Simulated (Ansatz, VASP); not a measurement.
This is a calculation of MgS for Ansatz 0.2.0.

The input input.yaml:

```yaml
crystal:
  lattice:
    - [0.0, 2.5841887356, 2.5841887356]
    - [2.5841887356, 0.0, 2.5841887356]
    - [2.5841887356, 2.5841887356, 0.0]
  atoms:
    - { symbol: S, position: [0.5, 0.5, 0.5] }
    - { symbol: Mg, position: [0.0, 0.0, 0.0] }
hamiltonian:
  xc: pbe0
  pseudopotentials: { kind: paw }
kpoints:
  mp_grid: { grid: [4, 4, 4] }
scf:
  occupations: { method: fermi_dirac, width: 0.05 }
output:
  forces: true
  stress: true
  eigenvalues: true
```

Potentials or basis: Ansatz PAW.

Run with:

```console
$ ansatz run input.yaml --threads 2 --pin off --max-ram 5632MiB --backend cpu --events-out ev --progress --plain --runs-dir out
```

Problem. Set up the same calculation for VASP 6.6.1. Potentials there: VASP PAW PBE potentials, release 64 (S, Mg).

Solution. As run (the cutoff follows the program's own potentials):

The input POSCAR:

```
MgS
1.0
    0.0000000000      2.5841887356      2.5841887356
    2.5841887356      0.0000000000      2.5841887356
    2.5841887356      2.5841887356      0.0000000000
S Mg
1 1
Direct
    0.5000000000      0.5000000000      0.5000000000
    0.0000000000      0.0000000000      0.0000000000
```

Contents of INCAR.step1:

```
PREC = Accurate ; ENCUT = 520
EDIFF = 1E-5 ; ISMEAR = -1
SIGMA = 0.05 ; LREAL = F
LASPH = T ; NELM = 60
ALGO = Normal ; ISIF = 2
LWAVE = T ; LCHARG = F
GGA = PE ; NBANDS = 11
```

The input INCAR.step2:

```
PREC = Accurate ; ENCUT = 520
EDIFF = 1E-7 ; ISMEAR = -1
SIGMA = 0.05 ; LREAL = F
LASPH = T ; NELM = 60
ALGO = Normal ; ISIF = 2
LWAVE = F ; LCHARG = F
GGA = PE ; LHFCALC = T
AEXX = 0.25 ; PRECFOCK = Normal
ISTART = 1 ; NBANDS = 11
```

Contents of KPOINTS:

```
Automatic mesh
0
Gamma
  4 4 4
```

Potentials or basis: VASP PAW PBE potentials, release 64 (S, Mg).

Command:

```console
$ cat potpaw_PBE.64/S/POTCAR potpaw_PBE.64/Mg/POTCAR > POTCAR
$ cp INCAR.step1 INCAR
$ mpirun -np 1 vasp_std > vasp.out
$ cp INCAR.step2 INCAR
$ mpirun -np 1 vasp_std > vasp.out
```

Both were run:

|  | VASP | Ansatz | Ansatz less VASP |
| --- | --- | --- | --- |
| gap on the k mesh at the Fermi level (eV) | 4.57 | 4.59 | +0.016 |
| least direct gap on the mesh (eV) | 5.74 | 5.74 | -0.009 |
| pressure (GPa) | 1.2 | 1.6 | +0.43 |

VASP's potentials hold 8 valence electrons a cell and Ansatz's 16, so a difference there can come from the potentials and not from the codes.

The k mesh is coarse, so the values compare programs but aren't converged.
